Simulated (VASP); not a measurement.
Write the native input for VASP 6.6.1 that does the following.

| Property | Result |
| --- | --- |
| Task | single point |
| Functional | PBE |
| Potentials or basis | VASP PAW PBE potentials, release 64 (Ba_sv, Te) |
| Cutoff | 500 eV |
| k mesh | 3 × 3 × 3 |
| Occupations | fermi-dirac, width 0.03 eV |
| Spin | no spin polarisation |
| Dipole correction | no |
| Further INCAR settings | ALGO = Normal; EDIFF = 1e-06; NBANDS = 15 |

The structure of BaTe lies in POSCAR:

```
BaTe
1.0
    4.2624660000      0.0000000000      0.0000000000
    0.0000000000      4.2624660000      0.0000000000
    0.0000000000      0.0000000000      4.2624660000
Ba Te
1 1
Direct
    0.0000000000      0.0000000000      0.0000000000
    0.5000000000      0.5000000000      0.5000000000
```

One way to write it, as run:

INCAR

```
PREC = Accurate
ENCUT = 500
EDIFF = 1E-6
ISMEAR = -1
SIGMA = 0.03
LREAL = False
LASPH = True
NELM = 120
ALGO = Normal
ISIF = 2
LWAVE = False
LCHARG = False
GGA = PE
NBANDS = 15
GGA_COMPAT = False
```

KPOINTS

```
regular mesh
0
Gamma
  3 3 3
```

Potentials or basis: VASP PAW PBE potentials, release 64 (Ba_sv, Te).

Run with:

```console
$ cat potpaw_PBE.64/Ba_sv/POTCAR potpaw_PBE.64/Te/POTCAR > POTCAR
$ mpirun -np 1 vasp_std > vasp.out
```

It gave:

- Pressure: 0.4 GPa
- Band gap on the k mesh: 1.13 eV

Caveat: the k points lie up to 0.49 Å⁻¹ apart; spin-orbit coupling is left out, which moves the levels of the heavy elements.

Run time: 9.4 s on 1 thread of Intel(R) Xeon(R) Platinum 8375C CPU @ 2.90GHz (Ice Lake), on a shared host, peak memory 0.17 GiB.
